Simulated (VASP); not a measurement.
A run of VASP 6.6.1 is set up as follows.

INCAR

```
ALGO = Normal ; EDIFF = 1E-6
EDIFFG = -0.005 ; ENCUT = 600
IBRION = 2 ; ISIF = 3
ISMEAR = -1 ; LASPH = True
LCHARG = False ; LREAL = False
LWAVE = False ; NELM = 80
NSW = 32 ; PREC = Accurate
PSTRESS = 3400.0 ; SIGMA = 0.08
```

File KPOINTS:

```
k-points
0
Gamma
  17 17 17
```

Contents of POSCAR:

```
Ir
1.0
    2.1926357353      0.0000000000      0.0000000000
    0.0000000000      2.1926357353      0.0000000000
    0.0000000000      0.0000000000      2.1926357353
Ir
1
Direct
    0.0000000000      0.0000000000      0.0000000000
```

Potentials or basis: VASP PAW LDA potentials, release 64 (Ir).

The run is started by

```console
$ cat potpaw_LDA.64/Ir/POTCAR > POTCAR
$ mpirun -np 1 vasp_std > vasp.out
```

**Question.** What does it give for the space group after relaxing (to 0.05 Å)?

**Answer.** Pm-3m (No. 221).

**Question.** What does it give for the relaxed cell?

**Answer.** a = 2.191 Å, b = 2.191 Å, c = 2.191 Å, α = 90.00°, β = 90.00°, γ = 90.00°.

**Question.** Estimate the relaxed volume.

**Answer.** 10.52 Å³/atom.

Step by step:
| step | energy change (eV) | largest force (eV/Å) | pressure (GPa) | volume (Å³) |
| --- | --- | --- | --- | --- |
| 1 | 0.0000 | 0.0000 | 337.49 | 10.54 |
| 2 | 0.5563 | 0.0000 | 375.21 | 10.29 |
| 3 | 0.0365 | 0.0000 | 339.96 | 10.52 |

Caveat: the cell is relaxed towards a set pressure, so the enthalpy falls and the energy may rise.
